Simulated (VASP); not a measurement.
The system is GaSb.

```
CELL_PARAMETERS angstrom
-1.57638 2.71020 2.93139
1.57638 -2.71020 2.93139
1.57638 2.71020 -2.93139
ATOMIC_POSITIONS crystal
Sb 0.50000 0.50000 0.00000
Ga 0.00000 0.00000 0.00000
```

Program: VASP 6.6.1. Alike in all runs: task single point; no spin polarisation; cell as given; k mesh 10 × 10 × 10; cutoff (eV) 520; smearing fermi-dirac 0.05 eV.

Problem. Order these runs on this cell by their pressure, lowest first.
A. level LDA; potentials or basis VASP PAW LDA potentials, release 64 (Sb, Ga_d)
B. level r2SCAN; potentials or basis VASP PAW PBE potentials, release 64 (Sb, Ga_d)
C. level PBE; potentials or basis VASP PAW PBE potentials, release 64 (Sb, Ga_d)

Solution. A (-6.1 GPa), B (-3.6 GPa), C (-2.0 GPa).

Caveats: the PAW data sets were made with another functional, which shifts forces and pressure a little (some runs).
